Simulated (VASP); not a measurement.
Se, 1 atom in the cell. It takes space group Pm-3m (No. 221, cubic). Conventional cell: a = 2.550 Å, b = 2.550 Å, c = 2.550 Å, α = 90.00°, β = 90.00°, γ = 90.00°. Within 3.4 Å of Se (site symmetry m-3m) lie 6 Se at 2.55 Å. 

- Program: VASP 6.6.1
- Task: single point
- Functional: LDA
- Potentials or basis: VASP PAW LDA potentials, release 64 (Se)
- Cutoff: 520 eV
- k mesh: 15 × 15 × 15
- Occupations: fermi-dirac, width 0.1 eV
- Spin: no spin polarisation
- Dipole correction: no
- Further INCAR settings: ALGO = Normal; EDIFF = 1e-06; NBANDS = 9

Potentials or basis: VASP PAW LDA potentials, release 64 (Se).

Command:

```console
$ cat potpaw_LDA.64/Se/POTCAR > POTCAR
$ mpirun -np 1 vasp_std > vasp.out
```

Hardware: 1 thread of Intel(R) Xeon(R) Platinum 8375C CPU @ 2.90GHz (Ice Lake) (shared host).

How long does it take, and how much memory?

It took 10 s on 1 thread of Intel(R) Xeon(R) Platinum 8375C CPU @ 2.90GHz (Ice Lake) (shared host), peak memory 0.12 GiB. Counts: scf iterations 9, k points 120.
